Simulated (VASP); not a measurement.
A run of VASP 6.6.1 is set up as follows.

POSCAR

```
Si
1.0
    0.0000000000      2.7221197381      2.7221197381
    2.6946263287      0.0000000000      2.7221197381
    2.6946263287      2.7221197381      0.0000000000
Si
2
Direct
    0.2500000000      0.2500000000      0.2500000000
    0.0000000000      0.0000000000      0.0000000000
```

File INCAR.step1:

```
SYSTEM = Si
PREC = Accurate ; ENCUT = 520
ISMEAR = 0 ; SIGMA = 0.01
LREAL = .False. ; LASPH = .True.
NELM = 80 ; NBANDS = 11
GGA = PE ; ALGO = Normal
EDIFF = 1E-4 ; LWAVE = .True.
LCHARG = .False.
```

File INCAR.step2:

```
SYSTEM = Si
PREC = Accurate ; ENCUT = 520
EDIFF = 1E-7 ; ISMEAR = 0
SIGMA = 0.01 ; LREAL = .False.
LASPH = .True. ; NELM = 80
ALGO = Normal ; ISIF = 2
LWAVE = .False. ; LCHARG = .False.
METAGGA = R2SCAN ; LMIXTAU = .True.
NBANDS = 11 ; ISTART = 1
```

The input KPOINTS:

```
regular mesh
0
Gamma
  8 8 8
  0 0 0
```

Potentials or basis: VASP PAW PBE potentials, release 64 (Si).

Run with:

```sh
$ cat potpaw_PBE.64/Si/POTCAR > POTCAR
$ cp INCAR.step1 INCAR
$ mpirun -np 1 vasp_std > vasp.out
$ cp INCAR.step2 INCAR
$ mpirun -np 1 vasp_std > vasp.out
```

Predict the band gap on the k mesh.

0.69 eV (least direct gap 2.68 eV).

Predict the pressure.

0.8 GPa.

Stress tensor (GPa, compression positive):
```
1.48 0.00 0.00
0.00 0.40 0.00
0.00 0.00 0.40
```

Caveat: the cell differs from its parent crystal (uniaxial x strain -1.0%); the PAW data sets were made with another functional, which shifts forces and pressure a little. A k mesh can miss the band edges.
